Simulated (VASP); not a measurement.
Runs of VASP 6.6.1 on Sr3Zn. The structure is that of space group Pm-3m (No. 221), or close to it. The cells are those of the table. 

| task | cell | cutoff (eV) | gap on the mesh (eV) | pressure (GPa) |
| --- | --- | --- | --- | --- |
| single point | a = 4.269 Å, 4 atoms | 520 | none | 40.8 |
| relaxation of cell and atoms | relaxed from a = 5.480 Å, 4 atoms | 600 | none | 0.0 |
| relaxation of cell and atoms | relaxed to 10 GPa from a = 5.480 Å, 4 atoms | 600 | none | 10.1 |
| relaxation of cell and atoms | relaxed to 30 GPa from a = 5.480 Å, 4 atoms | 600 | none | 30.1 |
| single point | a = 4.395 Å, 4 atoms | 520 | none | (a) |
| single point | a = 4.841 Å, 4 atoms | 520 | none | 10.1 |
| single point | a = 5.480 Å, 4 atoms | 520 | none | 0.0 |
| single point | a = 4.566 Å, 4 atoms | 520 | none | 20.3 |

Alike in all rows: level PBE; potentials or basis VASP PAW PBE potentials, release 64 (Sr_sv, Zn); no spin polarisation; k mesh 4 × 4 × 4; smearing fermi-dirac 0.15 eV.

**Question.** Estimate the missing entries.

**Answer.** (a) 30.5.

Caveats: some runs use coarse meshes; the cell is relaxed towards a set pressure, so the enthalpy falls and the energy may rise (some runs); the relaxation stopped at its first step, so nothing moved (some runs).

A k mesh can miss the band edges, and the runs leave out spin-orbit coupling on Sr.

A gap of «none» marks levels without a gap at the run's occupations.
